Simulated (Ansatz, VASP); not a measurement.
**SbP: VASP beside Ansatz**

The input INCAR:

```
PREC = Accurate
ENCUT = 600
EDIFF = 1E-6
ISMEAR = 0
SIGMA = 0.1
LREAL = F
LASPH = T
NELM = 100
ALGO = Normal
ISIF = 3
LWAVE = F
LCHARG = F
GGA = PE
IBRION = 2
NSW = 90
EDIFFG = -0.04
```

Contents of KPOINTS:

```
Automatic mesh
0
Gamma
  6 6 2
```

Contents of POSCAR:

```
SbP
1.0
    5.2218062400      0.0000000000      0.0000000000
   -2.6109031200      4.5222168500      0.0000000000
    0.0000000000      0.0000000000      7.7189315300
Sb P
3 3
Direct
    0.0783184900      0.0000000000      0.8333333300
    0.0000000000      0.0783184900      0.1666666700
    0.9216815100      0.9216815100      0.5000000000
    0.4730853100      0.0000000000      0.3333333300
    0.0000000000      0.4730853100      0.6666666700
    0.5269146900      0.5269146900      0.0000000000
```

Input for Ansatz:

```yaml
crystal:
  lattice:
    - [5.22180624, 0.0, 0.0]
    - [-2.61090312, 4.52221685, 0.0]
    - [0.0, 0.0, 7.71893153]
  atoms:
    - { symbol: Sb, position: [0.07831849, 0.0, 0.83333333] }
    - { symbol: Sb, position: [0.0, 0.07831849, 0.16666667] }
    - { symbol: Sb, position: [0.92168151, 0.92168151, 0.5] }
    - { symbol: P, position: [0.47308531, 0.0, 0.33333333] }
    - { symbol: P, position: [0.0, 0.47308531, 0.66666667] }
    - { symbol: P, position: [0.52691469, 0.52691469, 0.0] }
basis:
  ecutwfc: 420
kpoints:
  mp_grid: { grid: [6, 6, 2] }
hamiltonian:
  xc: pbe
scf:
  occupations: { method: gaussian, width: 0.1 }
  lower_state_search: "off"
output:
  forces: true
  stress: true
  eigenvalues: true
relax:
  adjacent_minimum: "off"
  f_tol: 0.04
  max_steps: 70
  cell: { stress_tol: 0.4 }
```

Alike in both runs: task relaxation of cell and atoms; functional PBE; k mesh 6 × 6 × 2; occupations gaussian, width 0.1 eV; no spin polarisation.

|  | VASP | Ansatz |
| --- | --- | --- |
| version | VASP 6.6.1 | Ansatz 0.2.0 |
| potentials or method | VASP PAW PBE potentials, release 64 (Sb, P), cutoff 600 eV | scalar-relativistic, plane waves, PAW |
| valence electrons in the cell | 30 | 60 |

|  | VASP | Ansatz | Ansatz less VASP |
| --- | --- | --- | --- |
| gap on the k mesh at the Fermi level, each at its own relaxed structure (eV) | none | none | - |
| relaxed volume (Å³/atom) | 22.32 | 22.34 | +0.018 |
| relaxed cell length with the largest relative difference (Å) | 3.984 | 3.985 | +0.0013 |

A gap of «none» marks a metal or a gap that the smearing closes. VASP's potentials hold 30 valence electrons a cell and Ansatz's 60, so a difference there can come from the potentials and not from the codes.

The k mesh is coarse, so the values compare programs but aren't converged. Spin-orbit coupling is off throughout. Noted on VASP's run: the volume moved by over 15 % at a fixed basis, so the end points are rough.
